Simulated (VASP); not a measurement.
# TiAl6N8 (a cell with a defect) in VASP: notebook

TiAl6N8 (a cell with a defect) is run at these levels: PBE+D3(BJ); tasks: relaxation of the atoms, single point.

Program: VASP 6.6.1. These are calculated values, not measurements. Logs are shortened: lines on timing, memory, paths and dates and some standing lists are left out, and cuts for length are marked.

## Step 1: The cell of the first run

The cell holds a defect, 15 atoms: a = 6.162 Å, b = 5.336 Å, c = 5.031 Å, α = 90.00°, β = 90.00°, γ = 90.00°.

## Step 2: Relaxation of the atoms, PBE+D3(BJ)

The input, INCAR:

```
SYSTEM = TiAl6N8
ALGO = Normal ; EDIFF = 1E-6
EDIFFG = -0.03 ; ENCUT = 520
GGA = PE ; IBRION = 2
ISIF = 2 ; ISMEAR = 0
IVDW = 12 ; LASPH = .TRUE.
LCHARG = .FALSE. ; LREAL = Auto
LWAVE = .FALSE. ; NELECT = 72.0
NELM = 80 ; NSW = 80
PREC = Accurate ; SIGMA = 0.02
```

The input, KPOINTS:

```
k-points
0
G
  2 2 2
  0 0 0
```

The input, POSCAR:

```
TiAl6N8
1.0
   -3.0810000000     -5.3364490000      0.0000000000
    4.6215000000     -2.6682240000      0.0000000000
    0.0000000000      0.0000000000      5.0310000000
Al N Ti
6 8 1
Direct
    0.4999999800      0.3333333200      0.0000000000
    0.4999999900      0.6666666600      0.5000000000
    0.2500000200      0.8333333400      0.0000000000
    0.0000000300      0.6666666800      0.5000000000
    0.7499999800      0.8333333200      0.0000000000
    0.7499999600      0.1666666400      0.5000000000
    0.4999999800      0.3333333200      0.3820000000
    0.4999999900      0.6666666600      0.8820000000
    0.2500000200      0.8333333400      0.3820000000
    0.2499999900      0.1666666600      0.8820000000
    0.0000000100      0.3333333400      0.3820000000
    0.0000000300      0.6666666800      0.8820000000
    0.7499999800      0.8333333200      0.3820000000
    0.7499999600      0.1666666400      0.8820000000
    0.0000000100      0.3333333400      0.0000000000
```

Potentials or basis: VASP PAW PBE potentials, release 64 (Al, N, Ti_sv).

The run is started by

```sh
> cat potpaw_PBE.64/Al/POTCAR potpaw_PBE.64/N/POTCAR potpaw_PBE.64/Ti_sv/POTCAR > POTCAR
> mpirun -np 1 vasp_std > vasp.out
```

OUTCAR:

```text
SYSTEM = TiAl6N8
   EDIFF = 1E-6
   EDIFFG = -0.03
   ENCUT = 520
   GGA = PE
   IBRION = 2
   ISIF = 2
   ISMEAR = 0
   IVDW = 12
   LASPH = .TRUE.
   LREAL = Auto
   NELECT = 72.0
   NELM = 80
   NSW = 80
   PREC = Accurate
 IVDW          = 12

 ion  position               nearest neighbor table
   1  0.500  0.333  0.000-   8 1.88  10 1.88  14 1.88   7 1.92   2 3.08   2 3.08   6 3.08   6 3.08
                             3 3.08   3 3.08   5 3.08   5 3.08  15 3.08  15 3.08
   2  0.500  0.667  0.500-   9 1.88   7 1.88  13 1.88   8 1.92   3 3.08   3 3.08   1 3.08   1 3.08
                             5 3.08   5 3.08   6 3.08   4 3.08   6 3.08   4 3.08
   3  0.250  0.833  0.000-  10 1.88   8 1.88  12 1.88   9 1.92   2 3.08   2 3.08   4 3.08   4 3.08
                             1 3.08   5 3.08   1 3.08  15 3.08  15 3.08   5 3.08
   4  0.000  0.667  0.500-  11 1.88   9 1.88  13 1.88  12 1.92  15 3.08  15 3.08   3 3.08   3 3.08
                             5 3.08   5 3.08   2 3.08   6 3.08   6 3.08   2 3.08
   5  0.750  0.833  0.000-  14 1.88   8 1.88  12 1.88  13 1.92   6 3.08   6 3.08   2 3.08   2 3.08
                             4 3.08   4 3.08   3 3.08   1 3.08   1 3.08  15 3.08  15 3.08   3 3.08
   6  0.750  0.167  0.500-  13 1.88   7 1.88  11 1.88  14 1.92   5 3.08   5 3.08   1 3.08   1 3.08
                            15 3.08  15 3.08   2 3.08   2 3.08   4 3.08   4 3.08
   7  0.500  0.333  0.382-   2 1.88   6 1.88   1 1.92
   8  0.500  0.667  0.882-   3 1.88   1 1.88   5 1.88   2 1.92
   9  0.250  0.833  0.382-   2 1.88   4 1.88   3 1.92
  10  0.250  0.167  0.882-   3 1.88   1 1.88  15 1.88
  11  0.000  0.333  0.382-   4 1.88   6 1.88  15 1.92
  12  0.000  0.667  0.882-  15 1.88   3 1.88   5 1.88   4 1.92
  13  0.750  0.833  0.382-   6 1.88   2 1.88   4 1.88   5 1.92
  14  0.750  0.167  0.882-   5 1.88   1 1.88  15 1.88   6 1.92
  15  0.000  0.333  0.000-  12 1.88  10 1.88  14 1.88  11 1.92   4 3.08   4 3.08   6 3.08   6 3.08
                             5 3.08   3 3.08   1 3.08   3 3.08   5 3.08   1 3.08

  LATTYP: Found a simple orthorhombic cell.
 ALAT       =     5.0310000000
 B/A-ratio  =     1.0607132585
 C/A-ratio  =     1.2248062811

  Lattice vectors:

 A1 = (   0.0000000000,   0.0000000000,  -5.0310000000)
 A2 = (   4.6215000000,  -2.6682240000,   0.0000000000)
 A3 = (  -3.0810000000,  -5.3364490000,   0.0000000000)

Analysis of symmetry for initial positions (statically):
=====================================================================
 Subroutine PRICEL returns:
 Original cell was already a primitive cell.

 Routine SETGRP: Setting up the symmetry group for a
 simple orthorhombic supercell.

 Subroutine GETGRP returns: Found  1 space group operations
 (whereof  1 operations were pure point group operations)
 out of a pool of  8 trial point group operations.

The static configuration has the point symmetry C_1 .

Analysis of symmetry for dynamics (positions and initial velocities):
=====================================================================
 Subroutine PRICEL returns:
 Original cell was already a primitive cell.

 Routine SETGRP: Setting up the symmetry group for a
 simple orthorhombic supercell.

 Subroutine GETGRP returns: Found  1 space group operations
 (whereof  1 operations were pure point group operations)
 out of a pool of  8 trial point group operations.

The dynamic configuration has the point symmetry C_1 .

 Subroutine INISYM returns: Found  1 space group operations
 (whereof  1 operations are pure point group operations),
 and found     1 'primitive' translations

----------------------------------------------------------------------------------------

                                     Primitive cell

  volume of cell :     165.4354

  direct lattice vectors                    reciprocal lattice vectors
    -3.081000000 -5.336449000  0.000000000    -0.081142475 -0.140542903  0.000000000
     4.621500000 -2.668224000  0.000000000     0.162284980 -0.093695269  0.000000000
     0.000000000  0.000000000  5.031000000     0.000000000  0.000000000  0.198767641

  length of vectors
     6.162000400  5.336448404  5.031000000     0.162284962  0.187390550  0.198767641

  position of ions in fractional coordinates (direct lattice)
     0.499999980  0.333333320  0.000000000
     0.499999990  0.666666660  0.500000000
     0.250000020  0.833333340  0.000000000
     0.000000030  0.666666680  0.500000000
     0.749999980  0.833333320  0.000000000
     0.749999960  0.166666640  0.500000000
     0.499999980  0.333333320  0.382000000
     0.499999990  0.666666660  0.882000000
     0.250000020  0.833333340  0.382000000
     0.249999990  0.166666660  0.882000000
     0.000000010  0.333333340  0.382000000
     0.000000030  0.666666680  0.882000000
     0.749999980  0.833333320  0.382000000
     0.749999960  0.166666640  0.882000000
     0.000000010  0.333333340  0.000000000

  ion indices of the primitive-cell ions
   primitive index   ion index
                 1           1
                 2           2
                 3           3
                 4           4
                 5           5
                 6           6
                 7           7
                 8           8
                 9           9
                10          10
                11          11
                12          12
                13          13
                14          14
                15          15

----------------------------------------------------------------------------------------

 KPOINTS: k-points

Automatic generation of k-mesh.
 Grid dimensions read from file:
 generate k-points for:    2    2    2

 Generating k-lattice:

  Cartesian coordinates                     Fractional coordinates (reciprocal lattice)
    -0.040571237 -0.070271452  0.000000000     0.500000000 -0.000000000  0.000000000
     0.081142490 -0.046847634  0.000000000     0.000000000  0.500000000  0.000000000
     0.000000000  0.000000000  0.099383820     0.000000000  0.000000000  0.500000000

  Length of vectors
     0.081142481  0.093695275  0.099383820

  Shift w.r.t. Gamma in fractional coordinates (k-lattice)
     0.000000000  0.000000000  0.000000000

 Subroutine IBZKPT returns following result:
 ===========================================

 Found      8 irreducible k-points:

 Following reciprocal coordinates:
            Coordinates               Weight
  0.000000  0.000000  0.000000      1.000000
  0.500000  0.000000  0.000000      1.000000
  0.000000  0.500000  0.000000      1.000000
  0.500000  0.500000  0.000000      1.000000
  0.000000  0.000000  0.500000      1.000000
  0.500000  0.000000  0.500000      1.000000
  0.000000  0.500000  0.500000      1.000000
  0.500000  0.500000  0.500000      1.000000
   k-points           NKPTS =      8   k-points in BZ     NKDIM =      8   number of bands    NBANDS=     44
   number of dos      NEDOS =    301   number of ions     NIONS =     15
   total plane-waves  NPLWV =  76800
   dimension x,y,z NGX =    48 NGY =   40 NGZ =   40
   dimension x,y,z NGXF=    96 NGYF=   80 NGZF=   80
   ions per type =               6   8   1
   NGX,Y,Z   is equivalent  to a cutoff of  12.95, 12.46, 13.22 a.u.
   NGXF,Y,Z  is equivalent  to a cutoff of  25.90, 24.92, 26.44 a.u.
 SYSTEM =  TiAl6N8
   PREC   = accura    normal or accurate (medium, high low for compatibility)
   ISTART =      0    job   : 0-new  1-cont  2-samecut
   ICHARG =      2    charge: 1-file 2-atom 10-const
   ISPIN  =      1    spin polarized calculation?
   LNONCOLLINEAR =      F non collinear calculations
   LSORBIT =      F    spin-orbit coupling
   LASPH  =      T    aspherical Exc in radial PAW
   ENCUT  =  520.0 eV  38.22 Ry    6.18 a.u.  11.46  9.92  9.35*2*pi/ulx,y,z
   NELM   =     80;   NELMIN=  2; NELMDL= -5     # of ELM steps
   EDIFF  = 0.1E-05   stopping-criterion for ELM
   LREAL  =      T    real-space projection
   EDIFFG = -.3E-01   stopping-criterion for IOM
   NSW    =     80    number of steps for IOM
   IBRION =      2    ionic relax: 0-MD 1-quasi-New 2-CG
   NFREE  =      1    steps in history (QN), initial steepest desc. (CG)
   ISIF   =      2    stress and relaxation
   ISYM   =      2    0-nonsym 1-usesym 2-fastsym
   POTIM  = 0.5000    time-step for ionic-motion
   TEBEG  =    0.0;   TEEND  =   0.0 temperature during run
   PSTRESS=    0.0 pullay stress
   NELECT =      72.0000    total number of electrons
   NUPDOWN=      -1.0000    fix difference up-down
   EMIN   =  10.00;   EMAX   =-10.00  energy-range for DOS
   EFERMI =   0.00;   METHOD = LEGACY
   ISMEAR =     0;   SIGMA  =   0.02  broadening in eV -4-tet -1-fermi 0-gaus
   EFERMI_NEDOS =   21; number of points for ismear=-14 and -15
   IALGO  =     38    algorithm
   IMIX   =      4    mixing-type and parameters
     AMIX     =   0.40;   BMIX     =  1.00
     AMIX_MAG =   1.60;   BMIX_MAG =  1.00
  volume/ion in A,a.u.               =      11.03        74.43
  Fermi-wavevector in a.u.,A,eV,Ry     =   1.240632  2.344454 20.941639  1.539167
  Thomas-Fermi vector in A             =   2.375064
   LORBIT       =      0    0 simple, 1 ext, 2 COOP (PROOUT), +10 PAW based schemes
   GGA     = PE    functional components
   LHFCALC =     F    Hartree Fock is set to
   AEXX    =    0.0000 exact exchange contribution
   IVDW    =    12    specifies the selected vdW correction
   LEPSILON=     F    determine dielectric tensor
   LRPA    =     F    only Hartree local field effects (RPA)
 conjugate gradient relaxation of ions
 non-spin polarized calculation
 Gauss-broadening in eV      SIGMA  =   0.02
  energy-cutoff  :      520.00
  volume of cell :      165.44
 maximum number of plane-waves:      4500
 NGX is ok and might be reduce to    48
   NGX = 23   NGY = 19   NGZ = 19

--------------------------------------- Ionic step        1  -------------------------------------------

 number of electron      72.0000005 magnetization

 Free energy of the ion-electron system (eV)
  ---------------------------------------------------
  ext. energy  EPLUGINS =         0.00000000
  ---------------------------------------------------
  free energy    TOTEN  =       -98.28398198 eV

  energy without entropy =      -98.28398198  energy(sigma->0) =      -98.28398198

------------------------ aborting loop because EDIFF is reached ----------------------------------------

 Edisp (eV)   -3.86471

 E8    (eV) :    -1.5084
[... 144 lines left out ...]
  FREE ENERGIE OF THE ION-ELECTRON SYSTEM (eV)
  ---------------------------------------------------
  free  energy   TOTEN  =      -102.9985690783 eV

  energy  without entropy=     -102.9985690783  energy(sigma->0) =     -102.99856908

[... ionic steps 4 to 15 ...]

--------------------------------------- Ionic step       16  -------------------------------------------

 number of electron      72.0000002 magnetization

------------------------ aborting loop because EDIFF is reached ----------------------------------------
[... 101 lines left out ...]
--------------------------------------- Ionic step       18  -------------------------------------------

 number of electron      72.0000003 magnetization

 Free energy of the ion-electron system (eV)
  ---------------------------------------------------
  ext. energy  EPLUGINS =         0.00000000
  ---------------------------------------------------
  free energy    TOTEN  =       -99.39193417 eV

  energy without entropy =      -99.39193417  energy(sigma->0) =      -99.39193417

 E-fermi :   6.8013     XC(G=0): -10.8477

 val. band max:        6.6370630025   @ k =   0.5000   0.0000   0.5000
 cond. band min:       8.6295181834   @ k =   0.0000   0.5000   0.0000
 fundamental gap:      1.9924551809
 Fermi energy:         6.8012600997

 k-point     1 :       0.0000    0.0000    0.0000
  band No.  band energies     occupation
      1     -50.1692      2.00000
      2     -26.6424      2.00000
      3     -26.4850      2.00000
      4     -26.4604      2.00000
      5      -9.9175      2.00000
      6      -8.2159      2.00000
[... 411 lines left out ...]
  FREE ENERGIE OF THE ION-ELECTRON SYSTEM (eV)
  ---------------------------------------------------
  free  energy   TOTEN  =      -103.2547089444 eV

  energy  without entropy=     -103.2547089444  energy(sigma->0) =     -103.25470894

 reached required accuracy - stopping structural energy minimisation
```

It took 14 min on 1 thread of Intel Xeon Platinum 8259CL at 2.50GHz (Skylake/Cascade Lake), shared host; peak memory 0.3 GiB.

Results:

* Free energy: -103.2547 eV
* Energy gained by relaxing: 73.7 meV/atom
* Ionic steps: 18
* Largest force after relaxing: 0.026 eV/Å
* Dispersion energy per atom: -0.258 eV

Forces in eV/Å, atoms in the order of the input:
```
Al   0.001 -0.009 -0.002
Al  -0.017 -0.001  0.001
Al   0.004 -0.008 -0.013
Al   0.005 -0.002  0.000
Al  -0.003 -0.002  0.012
Al  -0.010  0.013  0.005
N    0.004  0.002  0.011
N    0.005  0.003 -0.003
N    0.005  0.014  0.008
N   -0.002 -0.012 -0.018
N   -0.007  0.008 -0.010
N   -0.003 -0.003 -0.001
N   -0.002  0.001 -0.004
N   -0.004 -0.001  0.000
Ti   0.022 -0.002  0.014
```

Step by step:
```tsv
step	energy change (eV)	largest force (eV/Å)	pressure (GPa)
1	0.0000	3.5542	21.54
2	-0.5246	4.3523	25.87
3	-0.8499	1.4749	23.31
4	-1.0067	1.0109	24.56
5	-1.0073	0.9432	24.46
6	-1.0783	0.4124	25.38
7	-1.0789	0.5116	25.46
8	-1.0989	0.1661	26.01
9	-1.0990	0.1500	25.98
10	-1.1031	0.1199	26.08
11	-1.1032	0.1426	26.09
12	-1.1046	0.1071	26.18
13	-1.1047	0.0788	26.17
14	-1.1054	0.0412	26.19
15	-1.1055	0.0499	26.21
16	-1.1059	0.0307	26.23
17	-1.1059	0.0328	26.23
18	-1.1060	0.0261	26.23
```

Final structure:
```yaml
crystal:
  lattice:
    - [-3.08100, -5.33645, 0.00000]
    - [4.62150, -2.66822, 0.00000]
    - [0.00000, 0.00000, 5.03100]
  atoms:
    - { symbol: Al, position: [0.49690, 0.33428, 0.01741] }
    - { symbol: Al, position: [0.49488, 0.65996, 0.49537] }
    - { symbol: Al, position: [0.25492, 0.83816, 0.00903] }
    - { symbol: Al, position: [0.00468, 0.66872, 0.49242] }
    - { symbol: Al, position: [0.74640, 0.83110, 0.00513] }
    - { symbol: Al, position: [0.74455, 0.16961, 0.49795] }
    - { symbol: N, position: [0.52082, 0.34483, 0.37471] }
    - { symbol: N, position: [0.50231, 0.66607, 0.87496] }
    - { symbol: N, position: [0.25060, 0.79887, 0.36559] }
    - { symbol: N, position: [0.25319, 0.16702, 0.91121] }
    - { symbol: N, position: [0.98062, 0.34329, 0.37323] }
    - { symbol: N, position: [0.99925, 0.67977, 0.87194] }
    - { symbol: N, position: [0.75039, 0.83875, 0.37972] }
    - { symbol: N, position: [0.74467, 0.15972, 0.87704] }
    - { symbol: Ti, position: [0.00581, 0.33320, 0.01027] }
```

Caveat: the k points lie up to 0.62 Å⁻¹ apart; the cell carries a net charge on a neutralising background, which shifts energy and pressure; the cell is charged against a uniform background, so pressure and absolute levels hang on convention.

[end of part 1 of 2]
